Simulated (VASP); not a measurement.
Input of a VASP 6.6.1 run:

File INCAR:

```
PREC = Accurate ; ENCUT = 520
EDIFF = 1E-7 ; ISMEAR = 0
SIGMA = 0.15 ; LREAL = F
LASPH = T ; NELM = 80
ALGO = Fast ; ISIF = 2
LWAVE = F ; LCHARG = F
GGA = PS ; NBANDS = 12
```

KPOINTS

```
regular mesh
0
Gamma
  20 20 20
```

Contents of POSCAR:

```
In
1.0
   -1.6261500000      1.6261500000      2.4368407500
    1.6261500000     -1.6261500000      2.4368407500
    1.6261500000      1.6261500000     -2.4368407500
In
1
Direct
    0.0000000000      0.0000000000      0.0000000000
```

Potentials or basis: VASP PAW PBE potentials, release 64 (In_d).

Run with:

```sh
$ cat potpaw_PBE.64/In_d/POTCAR > POTCAR
$ mpirun -np 1 vasp_std > vasp.out
```

(1) What does it give for the pressure?

Answers

(1) -0.3 GPa.

Caveat: the cell differs from its parent crystal (strain +0.000 along x and y, -0.015 along z); the PAW data sets were made with another functional, which shifts forces and pressure a little.
